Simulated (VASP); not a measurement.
A run of VASP 6.6.1:

File INCAR:

```
PREC = Accurate ; ENCUT = 520
EDIFF = 1E-6 ; ISMEAR = -1
SIGMA = 0.02 ; LREAL = False
LASPH = True ; NELM = 100
ALGO = Normal ; ISIF = 2
LWAVE = False ; LCHARG = False
GGA = PE ; IVDW = 13
NBANDS = 20
```

File KPOINTS:

```
regular mesh
0
Gamma
  12 12 4
```

File POSCAR:

```
Te2Mo
1.0
    3.4756399417      0.0000000000      0.0000000000
   -1.7378199708      3.0099924839      0.0000000000
    0.0000000000      0.0000000000      7.0083522416
Mo Te
1 2
Direct
    0.0000000000      0.0000000000      0.0000000000
    0.3333333333      0.6666666667      0.2644696615
    0.6666666667      0.3333333333      0.7355303385
```

Potentials or basis: VASP PAW PBE potentials, release 64 (Mo_sv, Te).

Run with:

```console
$ cat potpaw_PBE.64/Mo_sv/POTCAR potpaw_PBE.64/Te/POTCAR > POTCAR
$ mpirun -np 1 vasp_std > vasp.out
```

Hardware: 1 thread of Intel(R) Xeon(R) Platinum 8259CL CPU @ 2.50GHz (Skylake/Cascade Lake), with other jobs on the host.

Q: Estimate the wall time of this run.

A: Wall time 76 s on 1 thread of Intel(R) Xeon(R) Platinum 8259CL CPU @ 2.50GHz (Skylake/Cascade Lake) (shared host), peak memory 0.26 GiB. Counts: scf iterations 14, k points 69.
